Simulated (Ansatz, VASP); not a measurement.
# CsRh3 in VASP and in Ansatz

```
CELL_PARAMETERS angstrom
4.17066 0.00000 0.00000
0.00000 4.17066 0.00000
0.00000 0.00000 4.17066
ATOMIC_POSITIONS crystal
Cs 0.00000 0.00000 0.00000
Rh 0.00000 0.50000 0.50000
Rh 0.50000 0.00000 0.50000
Rh 0.50000 0.50000 0.00000
```

Alike in both runs: functional PBE; k mesh 12 × 12 × 12; occupations gaussian, width 0.1 eV; no spin polarisation.

Ansatz relaxed the structure, and its values are those at the end. VASP's run is a single point on that final structure, the one shown.

|  | VASP | Ansatz |
| --- | --- | --- |
| version | VASP 6.6.1 | Ansatz 0.2.0 |
| potentials or method | VASP PAW PBE potentials, release 64 (Cs_sv, Rh_pv), cutoff 520 eV | scalar-relativistic, plane waves, PAW |
| valence electrons in the cell | 54 | 60 |

|  | VASP | Ansatz | Ansatz less VASP |
| --- | --- | --- | --- |
| gap on the k mesh at the Fermi level (eV) | none | none | - |
| pressure (GPa) | 1.8 | 0.0 | -1.81 |

A gap of «none» marks a metal or a gap that the smearing closes. VASP's potentials hold 54 valence electrons a cell and Ansatz's 60, so a difference there can come from the potentials and not from the codes.

Spin-orbit coupling is off throughout.
